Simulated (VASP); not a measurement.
Na2H3, 5 atoms in the cell. The typed cell holds 5 atoms: a = 3.543 Å, b = 3.543 Å, c = 7.084 Å, α = 90.00°, β = 90.00°, γ = 90.00°. 

| Item | Value |
| --- | --- |
| Program | VASP 6.6.1 |
| Task | relaxation of cell and atoms |
| Functional | PBE |
| Potentials or basis | VASP PAW PBE potentials, release 64 (Na_pv, H) |
| Cutoff | 600 eV |
| k mesh | 10 × 10 × 6 |
| Occupations | gaussian, width 0.1 eV |
| Spin | no spin polarisation |
| Dipole correction | no |
| Further INCAR settings | ALGO = Normal; EDIFF = 1e-06; IBRION = 2; EDIFFG = -0.01; NSW = 100; ISIF = 3 |

Potentials or basis: VASP PAW PBE potentials, release 64 (Na_pv, H).

Command:

```console
$ cat potpaw_PBE.64/Na_pv/POTCAR potpaw_PBE.64/H/POTCAR > POTCAR
$ mpirun -np 1 vasp_std > vasp.out
```

Hardware: 1 thread of Intel(R) Xeon(R) 6975P-C (Granite Rapids) (shared host).

Task: Estimate the wall time of this run.

Result: It took 34 s on 1 thread of Intel(R) Xeon(R) 6975P-C (Granite Rapids) (shared host), peak memory 0.25 GiB. Counts: scf iterations 15, k points 84, ion steps 1.
